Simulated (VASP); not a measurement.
**InCuO: relaxation of cell and atoms with PBE**

Crystal: InCuO.

```
CELL_PARAMETERS angstrom
3.48848 0.00000 0.00000
0.00000 3.48848 0.00000
0.00000 0.00000 2.56674
ATOMIC_POSITIONS crystal
In 0.50000 0.50000 0.50000
Cu 0.00000 0.00000 0.00000
O 0.00000 0.00000 0.50000
```

```yaml
Program: VASP 6.6.1
Task: relaxation of cell and atoms
Functional: PBE
Potentials_or_basis: VASP PAW PBE potentials, release 64 (In_d, Cu, O)
Cutoff: 600 eV
k_mesh: 6 × 6 × 6
Occupations: gaussian, width 0.1 eV
Spin: collinear spin, ferromagnetic start
Starting_moments: "[0.0, 1.0, 0.0] μB"
Dipole_correction: no
Further_INCAR_settings: ALGO = Normal; EDIFF = 1e-06; IBRION = 2; EDIFFG = -0.04; NSW = 90; ISIF = 3
```

```json
{
  "Relaxed volume": "17.54 Å³/atom",
  "Relaxed cell": "a = 3.825 Å, b = 3.825 Å, c = 3.596 Å, α = 90.00°, β = 90.00°, γ = 90.00°",
  "Space group after relaxing (to 0.05 Å)": "P4/mmm (No. 123)",
  "Energy gained by relaxing": "5529.6 meV/atom",
  "Ionic steps": "12",
  "Pressure after relaxing": "0.0 GPa",
  "Band gap on the k mesh": "zero (filled and empty bands overlap)",
  "Net moment": "0.00 μB per cell",
  "Valence electrons inside the program's atomic spheres": "In 11.22; Cu 10.02; O 5.01"
}
```

The path:
```
step  energy change (eV)  largest force (eV/Å)  pressure (GPa)  volume (Å³)
   1              0.0000                0.0000          256.76        31.24
   2             47.7962                0.0000         -131.83       138.91
   3             -9.4002                0.0000          -42.56        77.00
   4            -14.5897                0.0000          -23.09        62.41
   5            -16.1955                0.0000          -10.28        53.98
   6            -16.5367                0.0000            2.76        48.71
   7            -16.5370                0.0000            1.61        49.09
   8            -16.5640                0.0000            0.27        50.42
   9            -16.5810                0.0000           -1.95        53.61
  10            -16.5824                0.0000           -1.52        52.91
  11            -16.5763                0.0000            2.13        52.19
  12            -16.5887                0.0000           -0.01        52.61
```

Final structure:
```
In Cu O
1.0
     3.82529    0.00000    0.00000
     0.00000    3.82529    0.00000
     0.00000    0.00000    3.59562
In Cu O
1 1 1
Direct
  0.50000 0.50000 0.50000
  0.00000 0.00000 0.00000
  0.00000 0.00000 0.50000
```

Levels at points of the mesh, in eV from the Fermi level:
Spin up:
```tsv
k point	band 12	band 13	band 14	band 15	band 16	band 17	band 18	band 19
(0.00, 0.00, 0.00)	-2.53	-2.53	-2.36	-1.46	4.43	5.15	5.15	5.73
(0.50, 0.00, 0.00)	-2.53	-2.53	-2.24	-0.95	0.37	5.08	6.32	6.89
(0.50, 0.50, 0.00)	-2.59	-2.26	-2.10	-1.58	2.30	2.30	4.16	7.41
(0.00, 0.00, 0.50)	-2.57	-2.36	-0.70	-0.70	2.01	6.58	6.58	7.75
(0.50, 0.00, 0.50)	-1.81	-1.56	-1.54	-0.58	0.68	2.20	5.37	6.39
(0.50, 0.50, 0.50)	-1.68	-1.26	-0.93	-0.93	1.24	2.45	2.45	4.98
```
Spin down:
```csv
k point,band 12,band 13,band 14,band 15,band 16,band 17,band 18,band 19
"(0.00, 0.00, 0.00)",-2.53,-2.53,-2.36,-1.46,4.43,5.15,5.15,5.73
"(0.50, 0.00, 0.00)",-2.53,-2.53,-2.24,-0.95,0.37,5.08,6.32,6.89
"(0.50, 0.50, 0.00)",-2.59,-2.26,-2.10,-1.58,2.30,2.30,4.16,7.41
"(0.00, 0.00, 0.50)",-2.57,-2.36,-0.70,-0.70,2.01,6.58,6.58,7.75
"(0.50, 0.00, 0.50)",-1.81,-1.56,-1.54,-0.58,0.68,2.20,5.37,6.39
"(0.50, 0.50, 0.50)",-1.68,-1.26,-0.93,-0.93,1.24,2.45,2.45,4.98
```

It took 17 min on 1 thread of Oxide Virtual Turin-like Processor (shared host), peak memory 0.17 GiB.

Caveat: the k points lie up to 0.29 Å⁻¹ apart in the final cell; the volume moved by over 15 % at a fixed basis, so the end points are rough; spin-orbit coupling is left out, which moves the levels of the heavy elements. With open d or f shells a metallic result of PBE can be an artefact of self-interaction; +U or a hybrid may open a gap.
